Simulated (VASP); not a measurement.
# Ta3SnO4 (Pm-3m) in VASP: notebook, part 2 of 2

VASP 6.6.1. Earlier steps stand in the parts before.

**5. Single point, PBE, collinear spin**

INCAR reads:

```
  PREC = Accurate
  ENCUT = 520
  EDIFF = 1E-6
  ISMEAR = 0
  SIGMA = 0.1
  LREAL = False
  LASPH = True
  NELM = 150
  ALGO = Normal
  ISIF = 2
  LWAVE = False
  LCHARG = True
  ISPIN = 2
  MAGMOM = 1 1 1 0 0 0 0 0
  LORBIT = 11
  LMAXMIX = 4
  GGA = PE
  LELF = True
  LVHAR = True
  NBANDS = 50
```

KPOINTS reads:

```
Automatic mesh
0
Gamma
  4 4 4
```

POSCAR reads:

```
Ta3SnO4
1.0
    4.6381785622      0.0000000000      0.0000000000
    0.0000000000      4.6381785622      0.0000000000
    0.0000000000      0.0000000000      4.6381785622
Ta Sn O
3 1 4
Direct
    0.0000000000      0.5000000000      0.5000000000
    0.5000000000      0.0000000000      0.5000000000
    0.5000000000      0.5000000000      0.0000000000
    0.0000000000      0.0000000000      0.0000000000
    0.5000000000      0.0000000000      0.0000000000
    0.5000000000      0.5000000000      0.5000000000
    0.0000000000      0.0000000000      0.5000000000
    0.0000000000      0.5000000000      0.0000000000
```

Potentials or basis: VASP PAW PBE potentials, release 64 (Ta_pv, Sn_d, O).

On the command line:

```sh
cat potpaw_PBE.64/Ta_pv/POTCAR potpaw_PBE.64/Sn_d/POTCAR potpaw_PBE.64/O/POTCAR > POTCAR
mpirun -np 1 vasp_std > vasp.out
```

OUTCAR:

```text
PREC = Accurate
   ENCUT = 520
   EDIFF = 1E-6
   ISMEAR = 0
   LREAL = False
   LASPH = True
   NELM = 150
   ISIF = 2
   ISPIN = 2
   LORBIT = 11
   GGA = PE

 ion  position               nearest neighbor table
   1  0.000  0.500  0.500-   6 2.32   7 2.32   8 2.32   8 2.32   7 2.32   6 2.32   3 3.28   4 3.28
                             2 3.28   2 3.28   4 3.28   3 3.28   4 3.28   2 3.28   3 3.28   4 3.28
   2  0.500  0.000  0.500-   5 2.32   6 2.32   7 2.32   5 2.32   6 2.32   7 2.32   3 3.28   4 3.28
                             1 3.28   1 3.28   3 3.28   3 3.28   3 3.28   1 3.28   4 3.28   4 3.28
   3  0.500  0.500  0.000-   5 2.32   6 2.32   8 2.32   6 2.32   5 2.32   8 2.32   1 3.28   2 3.28
                             1 3.28   2 3.28   4 3.28   2 3.28   2 3.28   1 3.28   4 3.28   4 3.28
   4  0.000  0.000  0.000-   5 2.32   7 2.32   8 2.32   7 2.32   8 2.32   5 2.32   1 3.28   2 3.28
                             1 3.28   1 3.28   3 3.28   2 3.28   1 3.28   2 3.28   3 3.28   3 3.28
   5  0.500  0.000  0.000-   2 2.32   3 2.32   4 2.32   2 2.32   3 2.32   4 2.32
   6  0.500  0.500  0.500-   1 2.32   2 2.32   3 2.32   3 2.32   2 2.32   1 2.32
   7  0.000  0.000  0.500-   1 2.32   2 2.32   4 2.32   4 2.32   1 2.32   2 2.32
   8  0.000  0.500  0.000-   1 2.32   3 2.32   4 2.32   1 2.32   4 2.32   3 2.32

  LATTYP: Found a simple cubic cell.
 ALAT       =     4.6381785622

  Lattice vectors:

 A1 = (   4.6381785622,   0.0000000000,   0.0000000000)
 A2 = (   0.0000000000,   4.6381785622,   0.0000000000)
 A3 = (   0.0000000000,   0.0000000000,   4.6381785622)

Analysis of symmetry for initial positions (statically):
=====================================================================
 Subroutine PRICEL returns:
 Original cell was already a primitive cell.

 Routine SETGRP: Setting up the symmetry group for a
 simple cubic supercell.

 Subroutine GETGRP returns: Found 48 space group operations
 (whereof 48 operations were pure point group operations)
 out of a pool of 48 trial point group operations.

The static configuration has the point symmetry O_h .

Analysis of symmetry for dynamics (positions and initial velocities):
=====================================================================
 Subroutine PRICEL returns:
 Original cell was already a primitive cell.

 Routine SETGRP: Setting up the symmetry group for a
 simple cubic supercell.

 Subroutine GETGRP returns: Found 48 space group operations
 (whereof 48 operations were pure point group operations)
 out of a pool of 48 trial point group operations.

The dynamic configuration has the point symmetry O_h .

Analysis of structural, dynamic, and magnetic symmetry:
=====================================================================
 Subroutine PRICEL returns:
 Original cell was already a primitive cell.

 Routine SETGRP: Setting up the symmetry group for a
 simple cubic supercell.

 Subroutine GETGRP returns: Found 48 space group operations
 (whereof 48 operations were pure point group operations)
 out of a pool of 48 trial point group operations.

The overall configuration has the point symmetry O_h .

 Subroutine INISYM returns: Found 48 space group operations
 (whereof 48 operations are pure point group operations),
 and found     1 'primitive' translations

----------------------------------------------------------------------------------------

                                     Primitive cell

[... 103 lines left out ...]
   EFERMI_NEDOS =   21; number of points for ismear=-14 and -15
   IALGO  =     38    algorithm
   IMIX   =      4    mixing-type and parameters
     AMIX     =   0.40;   BMIX     =  1.00
     AMIX_MAG =   1.60;   BMIX_MAG =  1.00
  volume/ion in A,a.u.               =      12.47        84.17
  Fermi-wavevector in a.u.,A,eV,Ry     =   1.461549  2.761928 29.063765  2.136126
  Thomas-Fermi vector in A             =   2.577868
   LORBIT       =     11    0 simple, 1 ext, 2 COOP (PROOUT), +10 PAW based schemes
   GGA     = PE    functional components
   LHFCALC =     F    Hartree Fock is set to
   AEXX    =    0.0000 exact exchange contribution
   IVDW    =     0    specifies the selected vdW correction
   LEPSILON=     F    determine dielectric tensor
   LRPA    =     F    only Hartree local field effects (RPA)
 spin polarized calculation
 Gauss-broadening in eV      SIGMA  =   0.10
  energy-cutoff  :      520.00
  volume of cell :       99.78
 maximum number of plane-waves:      2730
 NGX is ok and might be reduce to    36
   NGX = 17   NGY = 17   NGZ = 17

 number of electron      71.0000020 magnetization       1.2181553

 Free energy of the ion-electron system (eV)
  ---------------------------------------------------
  ext. energy  EPLUGINS =         0.00000000
  ---------------------------------------------------
  free energy    TOTEN  =       -63.53122091 eV

  energy without entropy =      -63.49379709  energy(sigma->0) =      -63.51250900

 E-fermi :   8.8400     XC(G=0): -12.4811

 val. band max:        8.7967134146   @ k =   0.5000   0.5000   0.0000
 cond. band min:       8.8886674249   @ k =   0.5000   0.5000   0.2500
 fundamental gap:      0.0919540103
 Fermi energy:         8.8399612495

 spin component 1

 k-point     1 :       0.0000    0.0000    0.0000
  band No.  band energies     occupation
      1     -27.4571      1.00000
      2     -27.4571      1.00000
      3     -27.4571      1.00000
      4     -27.2646      1.00000
      5     -27.2646      1.00000
      6     -27.2646      1.00000
[... 489 lines left out ...]
     46      13.2765      0.00000
     47      13.2765      0.00000
 Fermi energy:         8.8399612495

 spin component 2

 k-point     1 :       0.0000    0.0000    0.0000
  band No.  band energies     occupation
      1     -27.3306      1.00000
      2     -27.3306      1.00000
      3     -27.3306      1.00000
      4     -27.0987      1.00000
      5     -27.0987      1.00000
      6     -27.0987      1.00000
[... 489 lines left out ...]
     46      13.4072      0.00000
     47      13.4072      0.00000
 [bands above 47 left out]

------------------------ aborting loop because EDIFF is reached ----------------------------------------

  FORCE on cell =-STRESS in cart. coord.  units (eV):
  Direction    XX          YY          ZZ          XY          YZ          ZX
  --------------------------------------------------------------------------------------
  -------------------------------------------------------------------------------------
  Total        0.3273513      0.3273513      0.3273513      0.0000000      0.0000000     -0.0000000
  in kB        5.2563262      5.2563262      5.2563262      0.0000000      0.0000000     -0.0000000
  external PRESSURE =       5.2563262 kB  Pullay stress =       0.0000000 kB

 VOLUME and BASIS-vectors are now :
 -----------------------------------------------------------------------------
  energy-cutoff  :      520.00
  volume of cell :       99.78
      direct lattice vectors                 reciprocal lattice vectors
     4.638178562  0.000000000  0.000000000     0.215601876  0.000000000  0.000000000
     0.000000000  4.638178562  0.000000000     0.000000000  0.215601876  0.000000000
     0.000000000  0.000000000  4.638178562     0.000000000  0.000000000  0.215601876

 POSITION                                       TOTAL-FORCE (eV/Angst)
 -----------------------------------------------------------------------------------
      0.00000      2.31909      2.31909         0.000000      0.000000      0.000000
      2.31909      0.00000      2.31909         0.000000      0.000000      0.000000
      2.31909      2.31909      0.00000         0.000000      0.000000      0.000000
      0.00000      0.00000      0.00000         0.000000      0.000000      0.000000
      2.31909      0.00000      0.00000         0.000000      0.000000      0.000000
      2.31909      2.31909      2.31909         0.000000      0.000000      0.000000
      0.00000      0.00000      2.31909         0.000000      0.000000      0.000000
      0.00000      2.31909      0.00000         0.000000      0.000000      0.000000
 -----------------------------------------------------------------------------------
    total drift:                                0.000000      0.000000     -0.000000

  FREE ENERGIE OF THE ION-ELECTRON SYSTEM (eV)
  ---------------------------------------------------
  free  energy   TOTEN  =       -63.5312209052 eV

  energy  without entropy=      -63.4937970897  energy(sigma->0) =      -63.51250900

 total charge

# of ion       s       p       d       tot
------------------------------------------
    1        0.225   6.091   2.325   8.641
    2        0.225   6.091   2.325   8.641
    3        0.225   6.091   2.325   8.641
    4        1.325   0.810  10.152  12.287
    5        1.595   3.397   0.000   4.992
    6        1.569   3.408   0.000   4.976
    7        1.595   3.397   0.000   4.992
    8        1.595   3.397   0.000   4.992
--------------------------------------------------
tot          8.355  32.680  17.128  58.162

 magnetization (x)

# of ion       s       p       d       tot
------------------------------------------
    1        0.004   0.004   0.216   0.224
    2        0.004   0.004   0.216   0.224
    3        0.004   0.004   0.216   0.224
    4        0.004   0.037   0.007   0.048
    5        0.006   0.040   0.000   0.047
    6        0.001   0.025   0.000   0.025
    7        0.006   0.040   0.000   0.047
    8        0.006   0.040   0.000   0.047
--------------------------------------------------
tot          0.035   0.195   0.656   0.885
```

It took 57 s on 1 thread of Intel Xeon 6975P-C (Granite Rapids), shared host; peak memory 0.29 GiB.

What came out:

| Item | Value |
| --- | --- |
| Free energy | -63.5312 eV |
| Pressure | 0.5 GPa |
| Net moment | 1.22 μB per cell |
| Site moments | Ta +0.22; Sn +0.05; O +0.05, +0.03 (each value once) μB |
| Valence electrons inside the program's atomic spheres | Ta 8.64; Sn 12.29; O 4.99, 4.98 (each value once) |

Levels at points of the mesh, in eV from the Fermi level:
Spin up:
| k point | band 32 | band 33 | band 34 | band 35 | band 36 | band 37 | band 38 | band 39 | band 40 | band 41 |
| --- | --- | --- | --- | --- | --- | --- | --- | --- | --- | --- |
| (0.00, 0.00, 0.00) | -3.72 | -3.72 | -3.72 | -0.84 | -0.49 | -0.49 | -0.49 | 0.49 | 0.49 | 1.41 |
| (0.50, 0.00, 0.00) | -2.21 | -1.35 | -0.90 | -0.90 | -0.87 | -0.28 | -0.28 | 0.81 | 0.81 | 0.90 |
| (0.50, 0.50, 0.00) | -0.56 | -0.47 | -0.22 | -0.22 | -0.12 | -0.12 | 0.34 | 0.35 | 0.75 | 0.79 |
| (0.50, 0.50, 0.50) | 0.08 | 0.08 | 0.33 | 0.48 | 0.48 | 0.48 | 1.12 | 1.20 | 1.20 | 1.20 |
Spin down:
```tsv
k point	band 33	band 34	band 35	band 36	band 37	band 38
(0.00, 0.00, 0.00)	-3.50	-3.50	-0.70	-0.17	-0.17	-0.17
(0.50, 0.00, 0.00)	-1.00	-0.72	-0.66	-0.66	-0.10	-0.10
(0.50, 0.50, 0.00)	-0.25	-0.04	-0.04	0.05	0.05	0.53
(0.50, 0.50, 0.50)	0.26	0.65	0.65	0.65	0.66	1.26
```

Caveat: spin-orbit coupling is left out, which moves the levels of the heavy elements.

**6. Overview**

```csv
task,spin,cell,k mesh,cutoff (eV),gap on the mesh (eV),pressure (GPa),moment (μB)
single point,off,"a = 4.636 Å, 8 atoms",8 × 8 × 8,520,none,0.3,-
relaxation of cell and atoms,off,"relaxed from a = 4.527 Å, 8 atoms",4 × 4 × 4,600,none,-0.3,-
single point,collinear,"a = 4.527 Å, 8 atoms",4 × 4 × 4,520,none,16.3,1.18
single point,collinear,"a = 4.638 Å, 8 atoms",4 × 4 × 4,520,none,0.5,1.22
```

Alike in all rows: level PBE; potentials or basis VASP PAW PBE potentials, release 64 (Ta_pv, Sn_d, O); smearing gaussian 0.1 eV.

Caveats: spin-orbit coupling is left out, which moves the levels of the heavy elements; an odd number of electrons without spin polarisation forces a metal (at least some runs); a magnetic or distorted state may lie lower (at least some runs); the cell stands under pressure (at least some runs).

Total energies depend on the potentials used, so only differences within one code and one set of settings carry meaning.
